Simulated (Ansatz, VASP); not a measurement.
## One calculation of ZrO2, two programs

```xyz
3
Lattice="0.0000 2.5350 2.5350 2.5350 0.0000 2.5350 2.5350 2.5350 0.0000" Properties=species:S:1:pos:R:3 pbc="T T T"
Zr    0.0000    0.0000    0.0000
O     1.2675    1.2675    1.2675
O     3.8025    3.8025    3.8025
```

Alike in both runs: task electric field gradients; functional PBE; k mesh 9 × 9 × 9; occupations fermi-dirac, width 0.02 eV; no spin polarisation.

```csv
,VASP,Ansatz
version,VASP 6.6.1,Ansatz 0.2.0
potentials or method,"VASP PAW PBE potentials, release 64 (Zr_sv, O)","PAW with Ansatz's default frozen-core files, scalar-relativistic"
plane-wave cutoff (eV),520,420
valence electrons in the cell,24,24
```

Ansatz gave:

* gap on the k mesh at the Fermi level (eV): 3.44
* pressure (GPa): 6.8

**Question.** Which values does VASP return?

**Answer.** gap on the k mesh at the Fermi level (eV): 3.44; pressure (GPa): 7.1.

The functional is the same, so the differences come from potentials, cutoffs and numerics.
